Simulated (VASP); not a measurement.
Wanted: the native input for a VASP 6.6.1 run.

```yaml
Task: single point
Functional: PBEsol
Potentials_or_basis: VASP PAW PBE potentials, release 64 (B)
Cutoff: 520 eV
k_mesh: 23 × 23 × 3
Occupations: fermi-dirac, width 0.1 eV
Spin: no spin polarisation
Dipole_correction: no
Further_INCAR_settings: ALGO = Normal; EDIFF = 1e-06; NBANDS = 14
```

The structure of B lies in POSCAR:

```
B
1.0
    1.6867247637      0.0000000000      0.0000000000
   -0.8433623819      1.4607464946      0.0000000000
    0.0000000000      0.0000000000     14.1432826571
B
4
Direct
    0.0000000000      0.0000000000      0.0000000000
    0.0000000000      0.0000000000      0.5000000000
    0.3333333333      0.6666666667      0.2500000000
    0.6666666667      0.3333333333      0.7500000000
```

This cell differs from its parent crystal: volume scaled by 0.96.

One way to write it, as run:

INCAR

```
ALGO     = Normal         # electronic algorithm
EDIFF    = 1E-6           # SCF threshold, eV
ENCUT    = 520            # plane-wave cutoff, eV
GGA      = PS             # functional
ISIF     = 2              # what is computed and relaxed
ISMEAR   = -1             # smearing method
LASPH    = T              # aspherical terms in the spheres
LCHARG   = F              # write CHGCAR
LREAL    = F              # projectors in reciprocal space
LWAVE    = F              # write WAVECAR
NBANDS   = 14             # bands
NELM     = 60             # most SCF steps
PREC     = Accurate       # precision mode
SIGMA    = 0.1            # smearing width, eV
```

KPOINTS

```
k-points
0
Gamma
  23 23 3
```

Potentials or basis: VASP PAW PBE potentials, release 64 (B).

Run with:

```bash
$ cat potpaw_PBE.64/B/POTCAR > POTCAR
$ mpirun -np 1 vasp_std > vasp.out
```

It gave:

```
Pressure               : 7.4 GPa
Band gap on the k mesh : zero (band 6 reaches 8.90 eV, above the bottom of band 7 at -2.42 eV)
```

Caveat: the PAW data sets were made with another functional, which shifts forces and pressure a little; this functional lacks dispersion, which binds the layers, so the pressure and a relaxed spacing across them are unreliable.

It took 29 s on 1 thread of AMD EPYC 7R13 Processor (Zen 3), on a shared host, peak memory 0.14 GiB.
